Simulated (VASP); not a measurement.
Here is a VASP 6.6.1 calculation.

File POSCAR:

```
Ta2N
1.0
    3.1128615060      0.0000000000      0.0000000000
   -1.5564307530      2.6958171426      0.0000000000
    0.0000000000      0.0000000000      4.8698410000
Ta N
2 1
Direct
    0.3333333333      0.6666666667      0.2547110000
    0.6666666667      0.3333333333      0.7452890000
    0.0000000000      0.0000000000      0.0000000000
```

File INCAR.step1:

```
SYSTEM = Ta2N
PREC = Accurate
ENCUT = 520
EDIFF = 1E-5
ISMEAR = -1
SIGMA = 0.05
LREAL = .False.
LASPH = .True.
NELM = 60
ALGO = Normal
ISIF = 2
LWAVE = .True.
LCHARG = .False.
GGA = PE
NBANDS = 20
KPAR = 4
```

Contents of INCAR.step2:

```
SYSTEM = Ta2N
PREC = Accurate
ENCUT = 520
EDIFF = 1E-6
ISMEAR = -1
SIGMA = 0.05
LREAL = .False.
LASPH = .True.
NELM = 60
ALGO = Normal
ISIF = 2
LWAVE = .False.
LCHARG = .False.
GGA = PE
LHFCALC = .True.
HFSCREEN = 0.2079
PRECFOCK = Normal
ISTART = 1
NBANDS = 20
KPAR = 4
```

File KPOINTS:

```
Automatic mesh
0
Gamma
  6 6 4
  0 0 0
```

Potentials or basis: VASP PAW PBE potentials, release 64 (Ta_pv, N).

Launch:

```console
$ cat potpaw_PBE.64/Ta_pv/POTCAR potpaw_PBE.64/N/POTCAR > POTCAR
$ cp INCAR.step1 INCAR
$ mpirun -np 4 vasp_std > vasp.out
$ cp INCAR.step2 INCAR
$ mpirun -np 4 vasp_std > vasp.out
```

Question: What does it give for the pressure?

Answer: -8.2 GPa.

Question: Predict the largest force.

Answer: 0.536 eV/Å.

Question: What does it give for the band gap on the k mesh?

Answer: Zero (an odd number of electrons rules out a gap without spin polarisation).

Forces on the atoms (eV/Å):
```
Ta   0.000  0.000 -0.536
Ta   0.000  0.000  0.536
N    0.000  0.000  0.000
```

Caveat: the k points lie up to 0.39 Å⁻¹ apart, too coarse for converged energies and pressures of a metal; the PAW data sets were made with another functional, which shifts forces and pressure a little; spin-orbit coupling is left out, which moves the levels of the heavy elements.
